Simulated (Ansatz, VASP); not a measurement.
**InSb in VASP and in Ansatz**

INCAR

```
PREC = Accurate
ENCUT = 520
EDIFF = 1E-8
ISMEAR = -1
SIGMA = 0.03
LREAL = False
LASPH = True
NELM = 60
ALGO = Normal
ISIF = 2
LWAVE = False
LCHARG = False
GGA = PE
LEFG = True
NBANDS = 16
```

Contents of KPOINTS:

```
Automatic mesh
0
Gamma
  10 10 10
```

Contents of POSCAR:

```
InSb
1.0
    0.0000000000      3.1729773647      3.1729773647
    3.1729773647      0.0000000000      3.1729773647
    3.1729773647      3.1729773647      0.0000000000
In Sb
1 1
Direct
    0.0000000000      0.0000000000      0.0000000000
    0.7500000000      0.7500000000      0.7500000000
```

Input for Ansatz:

```yaml
crystal:
  lattice:
    - [0.0, 3.1729773647, 3.1729773647]
    - [3.1729773647, 0.0, 3.1729773647]
    - [3.1729773647, 3.1729773647, 0.0]
  atoms:
    - { symbol: In, position: [0.0, 0.0, 0.0] }
    - { symbol: Sb, position: [0.75, 0.75, 0.75] }
kpoints:
  mp_grid: { grid: [10, 10, 10] }
scf:
  occupations: { method: fermi_dirac, width: 0.03 }
hamiltonian:
  xc: pbe
  pseudopotentials: { kind: all_electron, datasets: crystal }
output:
  forces: true
  stress: true
  eigenvalues: true
  efg: { contact_densities: true }
```

Change from the starting cell: volume scaled by 0.94, crystal datasets.

Alike in both runs: task electric field gradients; functional PBE; k mesh 10 × 10 × 10; occupations fermi-dirac, width 0.03 eV; no spin polarisation.

|  | VASP | Ansatz |
| --- | --- | --- |
| version | VASP 6.6.1 | Ansatz 0.2.0 |
| potentials or method | VASP PAW PBE potentials, release 64 (In_d, Sb), cutoff 520 eV | all-electron PAW with datasets made for the crystal, scalar-relativistic |

```tsv
	VASP	Ansatz	Ansatz less VASP
pressure (GPa)	6.8	6.8	+0.03
```

Ansatz ran all-electron here, and VASP with PAW potentials.

Spin-orbit coupling is off throughout.
